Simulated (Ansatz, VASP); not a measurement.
## One calculation of Al3Cu2, two programs

```
CELL_PARAMETERS angstrom
4.04727 0.00740 0.02004
-2.01722 3.48311 -0.01205
0.02445 -0.00286 4.98070
ATOMIC_POSITIONS crystal
Al 0.99914 0.99770 0.99621
Al 0.32394 0.61520 0.32464
Al 0.63611 0.32164 0.65240
Cu 0.29369 0.65587 0.85498
Cu 0.64885 0.29109 0.12956
```

Change from the starting cell: all atoms moved at random (sigma 0.1 Å), cell strained at random (1 %).

Alike in both runs: task single point; functional r2SCAN; k mesh 8 × 8 × 6; occupations gaussian, width 0.1 eV; no spin polarisation.

|  | VASP | Ansatz |
| --- | --- | --- |
| version | VASP 6.6.1 | Ansatz 0.2.0 |
| potentials or method | VASP PAW PBE potentials, release 64 (Al, Cu), cutoff 520 eV | scalar-relativistic, plane waves, PAW |
| valence electrons in the cell | 31 | 47 |

VASP gave:

* gap on the k mesh at the Fermi level (eV): none
* pressure (GPa): 7.3
* traceless stress, the component that is largest in VASP (GPa): -2.89
* rms of the force components (eV/Å): 0.828

**Question.** What did Ansatz give for the same quantities?

**Answer.** gap on the k mesh at the Fermi level (eV): none; pressure (GPa): 7.2; traceless stress, the component that is largest in VASP (GPa): -2.89; rms of the force components (eV/Å): 0.826.

VASP's potentials were made for PBE, not for r2SCAN. Atom by atom the forces differ by 0.003 eV/Å (rms over components). A gap of «none» marks a metal or a gap that the smearing closes. The functional is the same, so the differences come from potentials, cutoffs and numerics. VASP's potentials hold 31 valence electrons a cell and Ansatz's 47, so a difference there can come from the potentials and not from the codes.
